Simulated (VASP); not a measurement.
# AlN (Pm) in VASP: further runs

AlN is run at these levels: PBE; tasks: single point.

Everything below comes from runs of VASP 6.6.1. Logs are shortened: lines on timing, memory, paths and dates and some standing lists are left out, and cuts for length are marked.

### Step 1. The cell of the first run

Symmetry: Pm, No. 6, monoclinic system. The conventional cell has a = 3.313 Å, b = 4.187 Å, c = 5.739 Å, α = 90.00°, β = 90.00°, γ = 90.00°. Al (site symmetry m) has 1 N at 1.32 Å within 1.8 Å. Within 2.5 Å of Al (site symmetry m) lie 5 N at 1.91 to 2.09 Å. Within 2.5 Å of Al (site symmetry m) lie 5 N at 1.91 to 2.09 Å and 2 Al at 2.48 Å. Al (site symmetry m) has 5 N at 1.91 to 2.09 Å within 2.5 Å. Within 2.5 Å of N (site symmetry m) lie 5 Al at 1.91 to 2.19 Å. Within 2.5 Å of N (site symmetry m) lie 5 Al at 1.91 to 2.09 Å. Within 1.8 Å of N (site symmetry m) lie 1 Al at 1.32 Å. N (site symmetry m) has 5 Al at 1.91 to 2.43 Å within 2.5 Å.

### Step 2. Single point, PBE (atom 1 (Al) moved by +0.630 Å along [1 0 0] and -0.126 Å along [1 2 0])

File INCAR:

```
SYSTEM = AlN
PREC = Accurate
ENCUT = 520
EDIFF = 1E-6
ISMEAR = 0
SIGMA = 0.05
LREAL = .FALSE.
LASPH = .TRUE.
NELM = 80
ALGO = Normal
ISIF = 2
LWAVE = .FALSE.
LCHARG = .FALSE.
GGA = PE
NBANDS = 26
```

File KPOINTS:

```
Automatic mesh
0
G
  8 6 4
  0 0 0
```

File POSCAR:

```
AlN
1.0
   -1.6567491617      2.8695737234      0.0000000000
    0.0000000000      0.0000000000      4.1874629526
    4.9702474850      2.8695737234      0.0000000000
Al N
4 4
Direct
    0.3720025908      0.7500000000      0.2507551152
    0.0000000000      0.7500000000      0.6666666667
    0.0000000000      0.2500000000      0.3333333333
    0.5000000000      0.2500000000      0.8333333333
    0.5000000000      0.2500000000      0.1666666667
    0.0000000000      0.2500000000      0.6666666667
    0.0000000000      0.7500000000      0.3333333333
    0.5000000000      0.7500000000      0.8333333333
```

Potentials or basis: VASP PAW PBE potentials, release 64 (Al, N).

On the command line:

```sh
$ cat potpaw_PBE.64/Al/POTCAR potpaw_PBE.64/N/POTCAR > POTCAR
$ mpirun -np 1 vasp_std > vasp.out
```

OUTCAR:

```text
SYSTEM = AlN
   PREC = Accurate
   ENCUT = 520
   EDIFF = 1E-6
   ISMEAR = 0
   LREAL = .FALSE.
   LASPH = .TRUE.
   NELM = 80
   ISIF = 2
   GGA = PE

 ion  position               nearest neighbor table
   1  0.372  0.750  0.251-   7 1.32   7 2.13   5 2.19   5 2.19   8 2.43   3 2.48   3 2.48   2 2.69
                             3 2.99   3 2.99   2 3.17   4 3.21   4 3.21
   2  0.000  0.750  0.667-   8 1.91   8 1.91   7 1.91   6 2.09   6 2.09   1 2.69   4 2.84   4 2.84
                             4 2.84   4 2.84   3 2.84   3 2.84   1 3.17
   3  0.000  0.250  0.333-   5 1.91   5 1.91   6 1.91   7 2.09   7 2.09   1 2.48   1 2.48   2 2.84
                             2 2.84   1 2.99   1 2.99   4 3.31   4 3.31   4 3.31   4 3.31
   4  0.500  0.250  0.833-   6 1.91   6 1.91   5 1.91   8 2.09   8 2.09   2 2.84   2 2.84   2 2.84
                             2 2.84   1 3.21   1 3.21   3 3.31   3 3.31   3 3.31   3 3.31
   5  0.500  0.250  0.167-   3 1.91   3 1.91   4 1.91   1 2.19   1 2.19
   6  0.000  0.250  0.667-   4 1.91   4 1.91   3 1.91   2 2.09   2 2.09
   7  0.000  0.750  0.333-   1 1.32   2 1.91   3 2.09   3 2.09   1 2.13
   8  0.500  0.750  0.833-   2 1.91   2 1.91   4 2.09   4 2.09   1 2.43

  LATTYP: Found a simple orthorhombic cell.
 ALAT       =     3.3134983233
 B/A-ratio  =     1.2637588868
 C/A-ratio  =     1.7320508076

  Lattice vectors:

 A1 = (  -1.6567491617,   2.8695737234,   0.0000000000)
 A2 = (   0.0000000000,   0.0000000000,   4.1874629526)
 A3 = (   4.9702474850,   2.8695737234,   0.0000000000)

Analysis of symmetry for initial positions (statically):
=====================================================================
 Subroutine PRICEL returns:
 Original cell was already a primitive cell.

 Routine SETGRP: Setting up the symmetry group for a
 simple orthorhombic supercell.

 Subroutine GETGRP returns: Found  2 space group operations
 (whereof  1 operations were pure point group operations)
 out of a pool of  8 trial point group operations.

The static configuration has the point symmetry C_1 .
 The point group associated with its full space group is C_1h.

Analysis of symmetry for dynamics (positions and initial velocities):
=====================================================================
 Subroutine PRICEL returns:
 Original cell was already a primitive cell.

 Routine SETGRP: Setting up the symmetry group for a
 simple orthorhombic supercell.

 Subroutine GETGRP returns: Found  2 space group operations
 (whereof  1 operations were pure point group operations)
 out of a pool of  8 trial point group operations.

The dynamic configuration has the point symmetry C_1 .
 The point group associated with its full space group is C_1h.

 Subroutine INISYM returns: Found  2 space group operations
 (whereof  1 operations are pure point group operations),
 and found     1 'primitive' translations

----------------------------------------------------------------------------------------

                                     Primitive cell

  volume of cell :      79.6315

  direct lattice vectors                    reciprocal lattice vectors
    -1.656749162  2.869573723  0.000000000    -0.150897919  0.261362862  0.000000000
     0.000000000  0.000000000  4.187462953     0.000000000  0.000000000  0.238808083
     4.970247485  2.869573723  0.000000000     0.150897919  0.087120954  0.000000000

  length of vectors
     3.313498323  4.187462953  5.739147447     0.301795837  0.238808083  0.174241908

  position of ions in fractional coordinates (direct lattice)
     0.372002591  0.750000000  0.250755115
     0.000000000  0.750000000  0.666666667
     0.000000000  0.250000000  0.333333333
     0.500000000  0.250000000  0.833333333
     0.500000000  0.250000000  0.166666667
     0.000000000  0.250000000  0.666666667
     0.000000000  0.750000000  0.333333333
     0.500000000  0.750000000  0.833333333

  ion indices of the primitive-cell ions
   primitive index   ion index
                 1           1
                 2           2
                 3           3
                 4           4
                 5           5
                 6           6
                 7           7
                 8           8

----------------------------------------------------------------------------------------

 KPOINTS: Automatic mesh

Automatic generation of k-mesh.
 Grid dimensions read from file:
 generate k-points for:    8    6    4

 Generating k-lattice:

  Cartesian coordinates                     Fractional coordinates (reciprocal lattice)
    -0.018862240  0.032670358  0.000000000     0.125000000  0.000000000  0.000000000
     0.000000000  0.000000000  0.039801347     0.000000000  0.166666667  0.000000000
     0.037724480  0.021780238  0.000000000     0.000000000  0.000000000  0.250000000

  Length of vectors
     0.037724480  0.039801347  0.043560477

  Shift w.r.t. Gamma in fractional coordinates (k-lattice)
     0.000000000  0.000000000  0.000000000

 Subroutine IBZKPT returns following result:
 ===========================================

 Found     72 irreducible k-points:

 Following reciprocal coordinates:
            Coordinates               Weight
  0.000000  0.000000  0.000000      1.000000
  0.125000  0.000000 -0.000000      2.000000
  0.250000  0.000000 -0.000000      2.000000
  0.375000  0.000000 -0.000000      2.000000
  0.500000  0.000000 -0.000000      1.000000
  0.000000  0.166667  0.000000      2.000000
[... 16 lines left out ...]
  0.125000  0.000000 -0.250000      2.000000
  0.250000  0.000000  0.250000      2.000000
 [... further k-points ...]
   k-points           NKPTS =     72   k-points in BZ     NKDIM =     72   number of bands    NBANDS=     26
   number of dos      NEDOS =    301   number of ions     NIONS =      8
   total plane-waves  NPLWV =  43008
   dimension x,y,z NGX =    28 NGY =   32 NGZ =   48
   dimension x,y,z NGXF=    56 NGYF=   64 NGZF=   96
   ions per type =               4   4
   NGX,Y,Z   is equivalent  to a cutoff of  14.05, 12.70, 13.90 a.u.
   NGXF,Y,Z  is equivalent  to a cutoff of  28.10, 25.41, 27.81 a.u.
 SYSTEM =  AlN
   PREC   = accura    normal or accurate (medium, high low for compatibility)
   ISTART =      0    job   : 0-new  1-cont  2-samecut
   ICHARG =      2    charge: 1-file 2-atom 10-const
   ISPIN  =      1    spin polarized calculation?
   LNONCOLLINEAR =      F non collinear calculations
   LSORBIT =      F    spin-orbit coupling
   LASPH  =      T    aspherical Exc in radial PAW
   ENCUT  =  520.0 eV  38.22 Ry    6.18 a.u.   6.16  7.79 10.67*2*pi/ulx,y,z
   NELM   =     80;   NELMIN=  2; NELMDL= -5     # of ELM steps
   EDIFF  = 0.1E-05   stopping-criterion for ELM
   LREAL  =      F    real-space projection
   EDIFFG = 0.1E-04   stopping-criterion for IOM
   NSW    =      0    number of steps for IOM
   IBRION =     -1    ionic relax: 0-MD 1-quasi-New 2-CG
   NFREE  =      0    steps in history (QN), initial steepest desc. (CG)
   ISIF   =      2    stress and relaxation
   ISYM   =      2    0-nonsym 1-usesym 2-fastsym
   POTIM  = 0.5000    time-step for ionic-motion
   TEBEG  =    0.0;   TEEND  =   0.0 temperature during run
   PSTRESS=    0.0 pullay stress
   NELECT =      32.0000    total number of electrons
   NUPDOWN=      -1.0000    fix difference up-down
   EMIN   =  10.00;   EMAX   =-10.00  energy-range for DOS
   EFERMI =   0.00;   METHOD = LEGACY
   ISMEAR =     0;   SIGMA  =   0.05  broadening in eV -4-tet -1-fermi 0-gaus
   EFERMI_NEDOS =   21; number of points for ismear=-14 and -15
   IALGO  =     38    algorithm
   IMIX   =      4    mixing-type and parameters
     AMIX     =   0.40;   BMIX     =  1.00
     AMIX_MAG =   1.60;   BMIX_MAG =  1.00
  volume/ion in A,a.u.               =       9.95        67.17
  Fermi-wavevector in a.u.,A,eV,Ry     =   1.208082  2.282944 19.857191  1.459462
  Thomas-Fermi vector in A             =   2.343701
   LORBIT       =      0    0 simple, 1 ext, 2 COOP (PROOUT), +10 PAW based schemes
   GGA     = PE    functional components
   LHFCALC =     F    Hartree Fock is set to
   AEXX    =    0.0000 exact exchange contribution
   IVDW    =     0    specifies the selected vdW correction
   LEPSILON=     F    determine dielectric tensor
   LRPA    =     F    only Hartree local field effects (RPA)
 non-spin polarized calculation
 Gauss-broadening in eV      SIGMA  =   0.05
  energy-cutoff  :      520.00
  volume of cell :       79.63
 maximum number of plane-waves:      2174
 NGX is ok and might be reduce to    28
   NGX = 13   NGY = 15   NGZ = 21

 number of electron      31.9999994 magnetization

 Free energy of the ion-electron system (eV)
  ---------------------------------------------------
  ext. energy  EPLUGINS =         0.00000000
  ---------------------------------------------------
  free energy    TOTEN  =       -51.01900381 eV

  energy without entropy =      -51.01900381  energy(sigma->0) =      -51.01900381

 E-fermi :   8.0533     XC(G=0): -11.1269

 val. band max:        7.8190517104   @ k =   0.0000   0.0000   0.0000
 cond. band min:      10.3074054783   @ k =   0.0000   0.0000   0.0000
 fundamental gap:      2.4883537680
 Fermi energy:         8.0533192013

 k-point     1 :       0.0000    0.0000    0.0000
  band No.  band energies     occupation
      1      -9.3348      2.00000
      2      -7.1421      2.00000
      3      -6.2115      2.00000
      4      -4.7775      2.00000
      5       0.5700      2.00000
      6       1.2084      2.00000
[... 18 lines left out ...]
     25      17.0488      0.00000
     26      18.2203      0.00000

 k-point     2 :       0.1250    0.0000   -0.0000
  band No.  band energies     occupation
      1      -9.2166      2.00000
      2      -7.0434      2.00000
      3      -6.2210      2.00000
      4      -4.7874      2.00000
      5       0.6967      2.00000
      6       1.1901      2.00000
[... 18 lines left out ...]
     25      17.6007      0.00000
     26      18.1903      0.00000

 k-point     3 :       0.2500    0.0000   -0.0000
  band No.  band energies     occupation
      1      -8.8897      2.00000
      2      -6.7840      2.00000
      3      -6.2774      2.00000
      4      -4.8474      2.00000
      5       1.0544      2.00000
      6       1.0605      2.00000
[... 18 lines left out ...]
     25      17.5549      0.00000
     26      18.0117      0.00000

 k-point     4 :       0.3750    0.0000   -0.0000
  band No.  band energies     occupation
      1      -8.4641      2.00000
      2      -6.6100      2.00000
      3      -6.2803      2.00000
      4      -4.9935      2.00000
      5       0.9703      2.00000
      6       1.5444      2.00000
[... 18 lines left out ...]
     25      17.3285      0.00000
     26      18.5900      0.00000

 k-point     5 :       0.5000    0.0000   -0.0000
  band No.  band energies     occupation
      1      -8.2278      2.00000
      2      -6.7035      2.00000
      3      -6.1316      2.00000
      4      -5.1067      2.00000
      5       1.0791      2.00000
      6       1.6583      2.00000
[... 18 lines left out ...]
     25      17.2944      0.00000
     26      18.8213      0.00000

 k-point     6 :       0.0000    0.1667    0.0000
  band No.  band energies     occupation
      1      -9.1915      2.00000
      2      -7.0886      2.00000
      3      -6.3133      2.00000
      4      -5.0266      2.00000
      5       0.6206      2.00000
      6       1.1900      2.00000
[... 427 lines left out ...]
 k-point    21 :       0.0000    0.0000    0.2500
  band No.  band energies     occupation
      1      -9.2452      2.00000
      2      -7.4343      2.00000
      3      -6.0846      2.00000
      4      -4.7020      2.00000
      5       0.6707      2.00000
      6       1.5301      2.00000
[... 18 lines left out ...]
     25      17.0206      0.00000
     26      18.0500      0.00000

 k-point    22 :       0.1250    0.0000    0.2500
  band No.  band energies     occupation
      1      -9.1332      2.00000
      2      -7.3197      2.00000
      3      -6.0996      2.00000
      4      -4.7223      2.00000
      5       0.7909      2.00000
      6       1.5529      2.00000
[... 18 lines left out ...]
     25      17.6167      0.00000
     26      17.7240      0.00000

 k-point    23 :       0.1250    0.0000   -0.2500
  band No.  band energies     occupation
      1      -9.1294      2.00000
      2      -7.3365      2.00000
      3      -6.0833      2.00000
      4      -4.7222      2.00000
      5       0.7961      2.00000
      6       1.5218      2.00000
[... 18 lines left out ...]
     25      17.4884      0.00000
     26      17.7794      0.00000

 k-point    24 :       0.2500    0.0000    0.2500
  band No.  band energies     occupation
      1      -8.8230      2.00000
      2      -7.0204      2.00000
      3      -6.1601      2.00000
      4      -4.8145      2.00000
      5       1.1321      2.00000
      6       1.3953      2.00000
[... 18 lines left out ...]
     25      17.4023      0.00000
     26      17.8762      0.00000

 [... further k-points ...]
[... 5 lines left out ...]
  --------------------------------------------------------------------------------------
  -------------------------------------------------------------------------------------
  Total       25.4049522     15.5415183      0.8477820    -21.9742653      0.0000000      0.0000000
  in kB      511.1446853    312.6935417     17.0572755   -442.1196622      0.0000000      0.0000000
  external PRESSURE =     280.2985008 kB  Pullay stress =       0.0000000 kB

 VOLUME and BASIS-vectors are now :
 -----------------------------------------------------------------------------
  energy-cutoff  :      520.00
  volume of cell :       79.63
      direct lattice vectors                 reciprocal lattice vectors
    -1.656749162  2.869573723  0.000000000    -0.150897919  0.261362862  0.000000000
     0.000000000  0.000000000  4.187462953     0.000000000  0.000000000  0.238808083
     4.970247485  2.869573723  0.000000000     0.150897919  0.087120954  0.000000000

 POSITION                                       TOTAL-FORCE (eV/Angst)
 -----------------------------------------------------------------------------------
      0.63000      1.78705      3.14060       -31.041479     21.940315      0.000000
      3.31350      1.91305      3.14060         2.056420      0.725760      0.000000
      1.65675      0.95652      1.04687         0.738861     -1.219108      0.000000
      3.31350      3.82610      1.04687         0.375578      0.290430      0.000000
      0.00000      1.91305      1.04687         2.074925      0.223799      0.000000
      3.31350      1.91305      1.04687        -0.831338     -0.480814      0.000000
      1.65675      0.95652      3.14060        26.674004    -21.029245      0.000000
      3.31350      3.82610      3.14060        -0.046971     -0.451137      0.000000
 -----------------------------------------------------------------------------------
    total drift:                                0.000030      0.000680      0.000000

  FREE ENERGIE OF THE ION-ELECTRON SYSTEM (eV)
  ---------------------------------------------------
  free  energy   TOTEN  =       -51.0190038076 eV

  energy  without entropy=      -51.0190038076  energy(sigma->0) =      -51.01900381
```

Wall time 76 s (1 thread of AMD EPYC 9R45 (Zen 5), shared host); peak memory 0.23 GiB.

What came out:

```yaml
Free_energy: -51.0190 eV
Pressure: 28.0 GPa
Largest_force: 38.013 eV/Å
Band_gap_on_the_k_mesh: 2.49 eV
```

Forces on the atoms (eV/Å):
```
Al  -31.041  21.940   0.000
Al    2.056   0.726   0.000
Al    0.739  -1.219   0.000
Al    0.376   0.290   0.000
N     2.075   0.224   0.000
N    -0.831  -0.481   0.000
N    26.674 -21.029   0.000
N    -0.047  -0.451   0.000
```

Levels at points of the mesh, in eV from the valence-band top:
| k point | band 13 | band 14 | band 15 | band 16 | band 17 | band 18 | band 19 | band 20 |
| --- | --- | --- | --- | --- | --- | --- | --- | --- |
| (0.00, 0.00, 0.00) | -2.22 | -1.27 | -0.82 | 0.00 | 2.49 | 3.86 | 4.48 | 6.67 |
| (0.50, 0.00, 0.00) | -3.10 | -2.23 | -2.13 | -1.41 | 4.70 | 5.17 | 6.13 | 6.53 |
| (0.00, 0.50, 0.00) | -2.39 | -1.78 | -1.67 | -1.10 | 4.32 | 4.98 | 5.55 | 6.05 |
| (0.50, 0.50, 0.00) | -2.01 | -0.88 | -0.65 | -0.43 | 4.91 | 5.22 | 6.58 | 6.60 |
| (0.00, 0.00, 0.50) | -1.92 | -1.59 | -0.76 | -0.54 | 4.07 | 5.00 | 5.61 | 6.06 |
| (0.50, 0.00, 0.50) | -3.21 | -2.44 | -1.68 | -0.73 | 3.22 | 4.30 | 6.02 | 6.09 |
| (0.00, 0.50, 0.50) | -2.32 | -1.87 | -1.35 | -1.03 | 4.29 | 5.04 | 5.55 | 6.33 |
| (0.50, 0.50, 0.50) | -2.57 | -1.31 | -1.21 | -1.09 | 3.96 | 4.42 | 5.28 | 5.54 |

Caveat: the cell differs from its parent crystal (atom 1 (Al) moved by +0.630 Å along [1 0 0] and -0.126 Å along [1 2 0]); atoms lie so close that the PAW spheres overlap strongly, which falsifies energies and pressures; the cell stands under pressure; forces of over 1 eV/Å act on the atoms, so gaps and moduli don't describe the material at rest.

[end of part 1 of 2]
